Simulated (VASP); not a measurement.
Set up this calculation in VASP 6.6.1, as the native input.

```yaml
Task: single point
Functional: BLYP
Potentials_or_basis: VASP PAW PBE potentials, release 64 (Mg)
Cutoff: 520 eV
k_mesh: 11 × 11 × 11
Occupations: fermi-dirac, width 0.1 eV
Spin: no spin polarisation
Dipole_correction: no
Further_INCAR_settings: ALGO = Normal; EDIFF = 1e-06; NBANDS = 7
```

The structure of Mg lies in POSCAR:

```
Mg
1.0
    3.0064762360      0.0000000000      0.0000000000
    0.0000000000      3.0064762360      0.0000000000
    0.0000000000      0.0000000000      3.0064762360
Mg
1
Direct
    0.0000000000      0.0000000000      0.0000000000
```

This cell differs from its parent crystal: volume scaled by 0.92.

One way to write it, as run:

INCAR

```
SYSTEM = Mg
AGGAC = 1.0
AGGAX = 1.0
ALDAC = 0.0
ALDAX = 1.0
ALGO = Normal
EDIFF = 1E-6
ENCUT = 520
GGA = B5
ISIF = 2
ISMEAR = -1
LASPH = .True.
LCHARG = .False.
LREAL = .False.
LWAVE = .False.
NBANDS = 7
NELM = 100
PREC = Accurate
SIGMA = 0.1
```

KPOINTS

```
k-points
0
Gamma
  11 11 11
  0 0 0
```

Potentials or basis: VASP PAW PBE potentials, release 64 (Mg).

Command:

```sh
$ cat potpaw_PBE.64/Mg/POTCAR > POTCAR
$ mpirun -np 1 vasp_std > vasp.out
```

It gave:

The pressure is 1.7 GPa and the band gap on the k mesh is zero (band 1 reaches 5.56 eV, above the bottom of band 2 at 0.89 eV).

Caveat: the PAW data sets were made with another functional, which shifts forces and pressure a little.

Wall time 9.6 s on 1 thread of Intel(R) Xeon(R) Platinum 8375C CPU @ 2.90GHz (Ice Lake), on a shared host, peak memory 0.14 GiB.
